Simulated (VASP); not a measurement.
A run of VASP 6.6.1 is set up as follows.

File INCAR:

```
SYSTEM = SrO
ALGO = Normal ; EDIFF = 1E-6
ENCUT = 520 ; GGA = CA
ISIF = 2 ; ISMEAR = 0
LASPH = .True. ; LCHARG = .False.
LREAL = .False. ; LWAVE = .False.
NBANDS = 24 ; NELM = 60
PREC = Accurate ; SIGMA = 0.05
```

Contents of KPOINTS:

```
k-points
0
Gamma
  9 9 8
  0 0 0
```

File POSCAR:

```
SrO
1.0
    0.0000000000     -2.5954896281     -2.5954896281
   -2.5954896281      0.0000000000     -2.5954896281
    2.5954896281      2.5954896281     -5.1909792562
Sr O
2 2
Direct
   -0.0024517324     -0.0024517324     -0.0024517324
    0.4975482676      0.4975482676      0.4975482676
    0.7634271390      0.7634271390      0.7634271390
    0.2634271390      0.2634271390      0.2634271390
```

Potentials or basis: VASP PAW LDA potentials, release 64 (Sr_sv, O).

Command:

```console
$ cat potpaw_LDA.64/Sr_sv/POTCAR potpaw_LDA.64/O/POTCAR > POTCAR
$ mpirun -np 1 vasp_std > vasp.out
```

What does it give for the pressure?

-5.3 GPa.

Predict the band gap on the k mesh.

3.25 eV.

Estimate the largest force.

0.333 eV/Å.

Stress tensor (GPa, compression positive):
```
-6.16  0.00  0.00
 0.00 -6.16  0.00
 0.00  0.00 -3.47
```

Caveat: the cell differs from its parent crystal (atoms displaced along a vibrational mode, the cell strained); the cell stands under tension. A k mesh can miss the band edges.
